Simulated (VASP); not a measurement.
# Cu3Te (Pm-3m) in VASP: further runs

Runs on Cu3Te. Level: PBE. Tasks: single point.

Program: VASP 6.6.1. These are calculated values, not measurements. Logs are shortened: lines on timing, memory, paths and dates and some standing lists are left out, and cuts for length are marked.

## Step 1: The cell of the first run

The structure is cubic, space group Pm-3m (No. 221). The conventional cell has a = 3.880 Å, b = 3.880 Å, c = 3.880 Å, α = 90.00°, β = 90.00°, γ = 90.00°. Cu (site symmetry 4/mmm) has 8 Cu at 2.74 Å and 4 Te at 2.74 Å within 3.6 Å. Within 3.6 Å of Te (site symmetry m-3m) lie 12 Cu at 2.74 Å.

## Step 2: Single point, PBE

INCAR reads:

```
PREC = Accurate ; ENCUT = 520
EDIFF = 1E-6 ; ISMEAR = -1
SIGMA = 0.05 ; LREAL = F
LASPH = T ; NELM = 60
ALGO = Normal ; ISIF = 2
LWAVE = F ; LCHARG = F
GGA = PE ; NBANDS = 28
```

KPOINTS reads:

```
Automatic mesh
0
Gamma
  6 6 6
```

POSCAR reads:

```
Cu3Te
1.0
    3.8797564985      0.0000000000      0.0000000000
    0.0000000000      3.8797564985      0.0000000000
    0.0000000000      0.0000000000      3.8797564985
Cu Te
3 1
Direct
    0.0000000000      0.5000000000      0.5000000000
    0.5000000000      0.0000000000      0.5000000000
    0.5000000000      0.5000000000      0.0000000000
    0.0000000000      0.0000000000      0.0000000000
```

Potentials or basis: VASP PAW PBE potentials, release 64 (Cu, Te).

On the command line:

```
cat potpaw_PBE.64/Cu/POTCAR potpaw_PBE.64/Te/POTCAR > POTCAR
mpirun -np 1 vasp_std > vasp.out
```

OUTCAR:

```text
PREC = Accurate
   ENCUT = 520
   EDIFF = 1E-6
   ISMEAR = -1
   LREAL = F
   LASPH = T
   NELM = 60
   ISIF = 2
   GGA = PE

 ion  position               nearest neighbor table
   1  0.000  0.500  0.500-   2 2.74   3 2.74   4 2.74   3 2.74   4 2.74   2 2.74   4 2.74   4 2.74
                             2 2.74   3 2.74   3 2.74   2 2.74
   2  0.500  0.000  0.500-   1 2.74   3 2.74   4 2.74   3 2.74   4 2.74   1 2.74   3 2.74   3 2.74
                             1 2.74   4 2.74   4 2.74   1 2.74
   3  0.500  0.500  0.000-   1 2.74   2 2.74   4 2.74   1 2.74   2 2.74   2 2.74   4 2.74   2 2.74
                             1 2.74   4 2.74   1 2.74   4 2.74
   4  0.000  0.000  0.000-   1 2.74   2 2.74   3 2.74   1 2.74   2 2.74   1 2.74   3 2.74   1 2.74
                             2 2.74   3 2.74   2 2.74   3 2.74

  LATTYP: Found a simple cubic cell.
 ALAT       =     3.8797564985

  Lattice vectors:

 A1 = (   3.8797564985,   0.0000000000,   0.0000000000)
 A2 = (   0.0000000000,   3.8797564985,   0.0000000000)
 A3 = (   0.0000000000,   0.0000000000,   3.8797564985)

Analysis of symmetry for initial positions (statically):
=====================================================================
 Subroutine PRICEL returns:
 Original cell was already a primitive cell.

 Routine SETGRP: Setting up the symmetry group for a
 simple cubic supercell.

 Subroutine GETGRP returns: Found 48 space group operations
 (whereof 48 operations were pure point group operations)
 out of a pool of 48 trial point group operations.

The static configuration has the point symmetry O_h .

Analysis of symmetry for dynamics (positions and initial velocities):
=====================================================================
 Subroutine PRICEL returns:
 Original cell was already a primitive cell.

 Routine SETGRP: Setting up the symmetry group for a
 simple cubic supercell.

 Subroutine GETGRP returns: Found 48 space group operations
 (whereof 48 operations were pure point group operations)
 out of a pool of 48 trial point group operations.

The dynamic configuration has the point symmetry O_h .

 Subroutine INISYM returns: Found 48 space group operations
 (whereof 48 operations are pure point group operations),
 and found     1 'primitive' translations

----------------------------------------------------------------------------------------

                                     Primitive cell

  volume of cell :      58.4001

  direct lattice vectors                    reciprocal lattice vectors
     3.879756498  0.000000000  0.000000000     0.257748135  0.000000000  0.000000000
     0.000000000  3.879756498  0.000000000     0.000000000  0.257748135  0.000000000
     0.000000000  0.000000000  3.879756498     0.000000000  0.000000000  0.257748135

  length of vectors
     3.879756498  3.879756498  3.879756498     0.257748135  0.257748135  0.257748135

  position of ions in fractional coordinates (direct lattice)
     0.000000000  0.500000000  0.500000000
     0.500000000  0.000000000  0.500000000
     0.500000000  0.500000000  0.000000000
     0.000000000  0.000000000  0.000000000

  ion indices of the primitive-cell ions
   primitive index   ion index
                 1           1
                 2           2
                 3           3
                 4           4

----------------------------------------------------------------------------------------

 KPOINTS: Automatic mesh

Automatic generation of k-mesh.
 Grid dimensions read from file:
 generate k-points for:    6    6    6

 Generating k-lattice:

  Cartesian coordinates                     Fractional coordinates (reciprocal lattice)
     0.042958022  0.000000000  0.000000000     0.166666667  0.000000000  0.000000000
     0.000000000  0.042958022  0.000000000     0.000000000  0.166666667  0.000000000
     0.000000000  0.000000000  0.042958022     0.000000000  0.000000000  0.166666667

  Length of vectors
     0.042958022  0.042958022  0.042958022

  Shift w.r.t. Gamma in fractional coordinates (k-lattice)
     0.000000000  0.000000000  0.000000000

 Subroutine IBZKPT returns following result:
 ===========================================

 Found     20 irreducible k-points:

 Following reciprocal coordinates:
            Coordinates               Weight
  0.000000  0.000000  0.000000      1.000000
  0.166667  0.000000  0.000000      6.000000
  0.333333  0.000000  0.000000      6.000000
  0.500000  0.000000  0.000000      3.000000
  0.166667  0.166667  0.000000     12.000000
  0.333333  0.166667  0.000000     24.000000
[... 12 lines left out ...]
  0.500000  0.500000  0.333333      6.000000
  0.500000  0.500000  0.500000      1.000000
   k-points           NKPTS =     20   k-points in BZ     NKDIM =     20   number of bands    NBANDS=     28
   number of dos      NEDOS =    301   number of ions     NIONS =      4
   total plane-waves  NPLWV =  27000
   dimension x,y,z NGX =    30 NGY =   30 NGZ =   30
   dimension x,y,z NGXF=    60 NGYF=   60 NGZF=   60
   ions per type =               3   1
   NGX,Y,Z   is equivalent  to a cutoff of  12.85, 12.85, 12.85 a.u.
   NGXF,Y,Z  is equivalent  to a cutoff of  25.71, 25.71, 25.71 a.u.
 SYSTEM =  unknown system
   PREC   = accura    normal or accurate (medium, high low for compatibility)
   ISTART =      0    job   : 0-new  1-cont  2-samecut
   ICHARG =      2    charge: 1-file 2-atom 10-const
   ISPIN  =      1    spin polarized calculation?
   LNONCOLLINEAR =      F non collinear calculations
   LSORBIT =      F    spin-orbit coupling
   LASPH  =      T    aspherical Exc in radial PAW
   ENCUT  =  520.0 eV  38.22 Ry    6.18 a.u.   7.21  7.21  7.21*2*pi/ulx,y,z
   NELM   =     60;   NELMIN=  2; NELMDL= -5     # of ELM steps
   EDIFF  = 0.1E-05   stopping-criterion for ELM
   LREAL  =      F    real-space projection
   EDIFFG = 0.1E-04   stopping-criterion for IOM
   NSW    =      0    number of steps for IOM
   IBRION =     -1    ionic relax: 0-MD 1-quasi-New 2-CG
   NFREE  =      0    steps in history (QN), initial steepest desc. (CG)
   ISIF   =      2    stress and relaxation
   ISYM   =      2    0-nonsym 1-usesym 2-fastsym
   POTIM  = 0.5000    time-step for ionic-motion
   TEBEG  =    0.0;   TEEND  =   0.0 temperature during run
   PSTRESS=    0.0 pullay stress
   NELECT =      39.0000    total number of electrons
   NUPDOWN=      -1.0000    fix difference up-down
   EMIN   =  10.00;   EMAX   =-10.00  energy-range for DOS
   EFERMI =   0.00;   METHOD = LEGACY
   ISMEAR =    -1;   SIGMA  =   0.05  broadening in eV -4-tet -1-fermi 0-gaus
   EFERMI_NEDOS =   21; number of points for ismear=-14 and -15
   IALGO  =     38    algorithm
   IMIX   =      4    mixing-type and parameters
     AMIX     =   0.40;   BMIX     =  1.00
     AMIX_MAG =   1.60;   BMIX_MAG =  1.00
  volume/ion in A,a.u.               =      14.60        98.53
  Fermi-wavevector in a.u.,A,eV,Ry     =   1.430953  2.704108 27.859632  2.047625
  Thomas-Fermi vector in A             =   2.550742
   LORBIT       =      0    0 simple, 1 ext, 2 COOP (PROOUT), +10 PAW based schemes
   GGA     = PE    functional components
   LHFCALC =     F    Hartree Fock is set to
   AEXX    =    0.0000 exact exchange contribution
   IVDW    =     0    specifies the selected vdW correction
   LEPSILON=     F    determine dielectric tensor
   LRPA    =     F    only Hartree local field effects (RPA)
 non-spin polarized calculation
  energy-cutoff  :      520.00
  volume of cell :       58.40
 maximum number of plane-waves:      1596
 NGX is ok and might be reduce to    30
   NGX = 15   NGY = 15   NGZ = 15

 number of electron      38.9999944 magnetization

 Free energy of the ion-electron system (eV)
  ---------------------------------------------------
  ext. energy  EPLUGINS =         0.00000000
  ---------------------------------------------------
  free energy    TOTEN  =       -13.67236275 eV

  energy without entropy =      -13.66341670  energy(sigma->0) =      -13.66788972

 E-fermi :   9.6602     XC(G=0): -12.0626

 val. band max:        9.6491293008   @ k =   0.5000   0.1667   0.1667
 cond. band min:       9.6845115030   @ k =   0.5000   0.0000   0.0000
 fundamental gap:      0.0353822021
 Fermi energy:         9.6601775993

 k-point     1 :       0.0000    0.0000    0.0000
  band No.  band energies     occupation
      1      -4.7625      2.00000
      2       4.2333      2.00000
      3       5.0129      2.00000
      4       5.0129      2.00000
      5       5.3606      2.00000
      6       5.3606      2.00000
[... 20 lines left out ...]
     27      18.1927      0.00000
     28      18.1927      0.00000

 k-point     2 :       0.1667    0.0000    0.0000
  band No.  band energies     occupation
      1      -4.5645      2.00000
      2       3.4495      2.00000
      3       4.6154      2.00000
      4       5.0518      2.00000
      5       5.0518      2.00000
      6       5.1575      2.00000
[... 20 lines left out ...]
     27      17.7570      0.00000
     28      17.7570      0.00000

 k-point     3 :       0.3333    0.0000    0.0000
  band No.  band energies     occupation
      1      -4.0787      2.00000
      2       1.6837      2.00000
      3       4.6875      2.00000
      4       4.6875      2.00000
      5       4.9109      2.00000
      6       5.5162      2.00000
[... 20 lines left out ...]
     27      18.5231      0.00000
     28      18.5231      0.00000

 k-point     4 :       0.5000    0.0000    0.0000
  band No.  band energies     occupation
      1      -3.7601      2.00000
      2       0.8804      2.00000
      3       4.5553      2.00000
      4       4.5553      2.00000
      5       5.1223      2.00000
      6       5.5922      2.00000
[... 20 lines left out ...]
     27      19.3982      0.00000
     28      20.7831      0.00000

 k-point     5 :       0.1667    0.1667    0.0000
  band No.  band energies     occupation
      1      -4.3724      2.00000
      2       3.3583      2.00000
      3       3.8512      2.00000
      4       4.8653      2.00000
      5       4.8713      2.00000
      6       5.3171      2.00000
[... 20 lines left out ...]
     27      16.5653      0.00000
     28      18.3949      0.00000

 k-point     6 :       0.3333    0.1667    0.0000
  band No.  band energies     occupation
      1      -3.9041      2.00000
      2       1.8744      2.00000
      3       3.8524      2.00000
      4       4.6151      2.00000
      5       5.0636      2.00000
      6       5.5266      2.00000
[... 339 lines left out ...]
      5       5.4094      2.00000
      6       5.4229      2.00000
[... 20 lines left out ...]
     27      21.4028      0.00000
     28      21.4028      0.00000

 k-point    18 :       0.5000    0.3333    0.3333
  band No.  band energies     occupation
      1      -2.8346      2.00000
      2       2.5685      2.00000
      3       3.1343      2.00000
      4       3.8892      2.00000
      5       5.1035      2.00000
      6       5.3218      2.00000
[... 20 lines left out ...]
     27      21.7080      0.00000
     28      22.2774      0.00000

 k-point    19 :       0.5000    0.5000    0.3333
  band No.  band energies     occupation
      1      -2.6803      2.00000
      2       3.0580      2.00000
      3       3.0580      2.00000
      4       3.9259      2.00000
      5       4.7973      2.00000
      6       5.2606      2.00000
[... 20 lines left out ...]
     27      22.5515      0.00000
     28      22.5556      0.00000

 k-point    20 :       0.5000    0.5000    0.5000
  band No.  band energies     occupation
      1      -2.5602      2.00000
      2       3.7039      2.00000
      3       3.7039      2.00000
      4       3.7039      2.00000
      5       4.7338      2.00000
      6       4.7338      2.00000
[... 20 lines left out ...]
     27      23.7545      0.00000
     28      23.7545      0.00000

------------------------ aborting loop because EDIFF is reached ----------------------------------------

  FORCE on cell =-STRESS in cart. coord.  units (eV):
  Direction    XX          YY          ZZ          XY          YZ          ZX
  --------------------------------------------------------------------------------------
  -------------------------------------------------------------------------------------
  Total        2.5280664      2.5280664      2.5280664      0.0000000      0.0000000     -0.0000000
  in kB       69.3562587     69.3562587     69.3562587      0.0000000      0.0000000     -0.0000000
  external PRESSURE =      69.3562587 kB  Pullay stress =       0.0000000 kB

 VOLUME and BASIS-vectors are now :
 -----------------------------------------------------------------------------
  energy-cutoff  :      520.00
  volume of cell :       58.40
      direct lattice vectors                 reciprocal lattice vectors
     3.879756498  0.000000000  0.000000000     0.257748135  0.000000000  0.000000000
     0.000000000  3.879756498  0.000000000     0.000000000  0.257748135  0.000000000
     0.000000000  0.000000000  3.879756498     0.000000000  0.000000000  0.257748135

 POSITION                                       TOTAL-FORCE (eV/Angst)
 -----------------------------------------------------------------------------------
      0.00000      1.93988      1.93988         0.000000      0.000000      0.000000
      1.93988      0.00000      1.93988         0.000000      0.000000      0.000000
      1.93988      1.93988      0.00000         0.000000      0.000000      0.000000
      0.00000      0.00000      0.00000         0.000000      0.000000      0.000000
 -----------------------------------------------------------------------------------
    total drift:                                0.000000      0.000000     -0.000000

  FREE ENERGIE OF THE ION-ELECTRON SYSTEM (eV)
  ---------------------------------------------------
  free  energy   TOTEN  =       -13.6723627520 eV

  energy  without entropy=      -13.6634166964  energy(sigma->0) =      -13.66788972
```

It took 36 s on 1 thread of Intel Xeon Platinum 8259CL at 2.50GHz (Skylake/Cascade Lake), shared host; peak memory 0.18 GiB.

What came out:

```yaml
Free_energy: -13.6724 eV
Pressure: 6.9 GPa
Band_gap_on_the_k_mesh: zero (an odd number of electrons rules out a gap without spin polarisation)
```

Caveat: the cell stands under pressure; spin-orbit coupling is left out, which moves the levels of the heavy elements.

## Step 3: Single point, PBE

This run uses another cell than the first one, of 15.06 Å³/atom.

INCAR reads:

```
SYSTEM = Cu3Te
PREC = Accurate ; ENCUT = 520
EDIFF = 1E-6 ; ISMEAR = -1
SIGMA = 0.05 ; LREAL = .False.
LASPH = .True. ; NELM = 80
ALGO = Normal ; ISIF = 2
LWAVE = .False. ; LCHARG = .True.
GGA = PE ; LELF = .True.
LVHAR = .True. ; NBANDS = 28
```

KPOINTS reads:

```
Automatic mesh
0
Gamma
  6 6 6
  0 0 0
```

POSCAR reads:

```
Cu3Te
1.0
    3.9201735375      0.0000000000      0.0000000000
    0.0000000000      3.9201735375      0.0000000000
    0.0000000000      0.0000000000      3.9201735375
Cu Te
3 1
Direct
    0.0000000000      0.5000000000      0.5000000000
    0.5000000000      0.0000000000      0.5000000000
    0.5000000000      0.5000000000      0.0000000000
    0.0000000000      0.0000000000      0.0000000000
```

Potentials or basis: VASP PAW PBE potentials, release 64 (Cu, Te).

On the command line:

```
cat potpaw_PBE.64/Cu/POTCAR potpaw_PBE.64/Te/POTCAR > POTCAR
mpirun -np 1 vasp_std > vasp.out
```

Wall time 38 s (1 thread of Intel Xeon Platinum 8259CL at 2.50GHz (Skylake/Cascade Lake), shared host); peak memory 0.17 GiB.

Results (log left out):

```yaml
Free_energy: -13.7317 eV
Pressure: 3.2 GPa
Band_gap_on_the_k_mesh: zero (an odd number of electrons rules out a gap without spin polarisation)
```

Levels at points of the mesh, in eV from the Fermi level:
| k point | band 16 | band 17 | band 18 | band 19 | band 20 | band 21 | band 22 | band 23 | band 24 | band 25 |
| --- | --- | --- | --- | --- | --- | --- | --- | --- | --- | --- |
| (0.00, 0.00, 0.00) | -2.41 | -2.26 | -2.26 | -2.26 | -1.16 | 2.67 | 2.67 | 6.11 | 6.11 | 6.11 |
| (0.50, 0.00, 0.00) | -2.59 | -2.26 | -0.46 | -0.46 | -0.05 | 2.65 | 2.65 | 3.11 | 3.34 | 4.72 |
| (0.50, 0.50, 0.00) | -2.87 | -2.76 | -1.99 | -1.99 | 0.83 | 2.46 | 4.76 | 4.76 | 5.06 | 5.06 |
| (0.50, 0.50, 0.50) | -2.52 | -2.38 | -2.38 | -2.38 | -1.63 | 0.44 | 0.44 | 0.44 | 10.93 | 10.93 |

Caveat: the cell stands under pressure; spin-orbit coupling is left out, which moves the levels of the heavy elements.

## Step 4: Single point, PBE

This run uses another cell than the first one, of 15.52 Å³/atom.

INCAR reads:

```
ALGO     = Normal         # electronic algorithm
EDIFF    = 1E-6           # SCF threshold, eV
ENCUT    = 520            # plane-wave cutoff, eV
GGA      = PE             # functional
ISIF     = 2              # what is computed and relaxed
ISMEAR   = -1             # smearing method
LASPH    = True           # aspherical terms in the spheres
LCHARG   = False          # write CHGCAR
LREAL    = False          # projectors in reciprocal space
LWAVE    = False          # write WAVECAR
NBANDS   = 28             # bands
NELM     = 100            # most SCF steps
PREC     = Accurate       # precision mode
SIGMA    = 0.05           # smearing width, eV
```

KPOINTS reads:

```
k-points
0
Gamma
  6 6 6
```

POSCAR reads:

```
Cu3Te
1.0
    3.9597739302      0.0000000000      0.0000000000
    0.0000000000      3.9597739302      0.0000000000
    0.0000000000      0.0000000000      3.9597739302
Cu Te
3 1
Direct
    0.0000000000      0.5000000000      0.5000000000
    0.5000000000      0.0000000000      0.5000000000
    0.5000000000      0.5000000000      0.0000000000
    0.0000000000      0.0000000000      0.0000000000
```

On the command line:

```
cat potpaw_PBE.64/Cu/POTCAR potpaw_PBE.64/Te/POTCAR > POTCAR
mpirun -np 1 vasp_std > vasp.out
```

Run time: 34 s. Hardware: 1 thread of Intel Xeon Platinum 8259CL at 2.50GHz (Skylake/Cascade Lake), shared host; peak memory 0.18 GiB.

It converged, with:

* Free energy: -13.7527 eV
* Pressure: 0.8 GPa
* Band gap on the k mesh: zero (an odd number of electrons rules out a gap without spin polarisation)

Levels at points of the mesh, in eV from the Fermi level:
```tsv
k point	band 17	band 18	band 19	band 20	band 21	band 22	band 23	band 24
(0.00, 0.00, 0.00)	-2.18	-2.18	-2.18	-1.24	2.64	2.64	6.02	6.02
(0.50, 0.00, 0.00)	-2.18	-0.45	-0.45	-0.12	2.70	2.70	3.04	3.38
(0.50, 0.50, 0.00)	-2.66	-1.92	-1.92	0.77	2.45	4.76	4.76	4.93
(0.50, 0.50, 0.50)	-2.29	-2.29	-2.29	-1.47	0.44	0.44	0.44	10.65
```

Caveat: spin-orbit coupling is left out, which moves the levels of the heavy elements.

(Continued in part 2 of 2.)
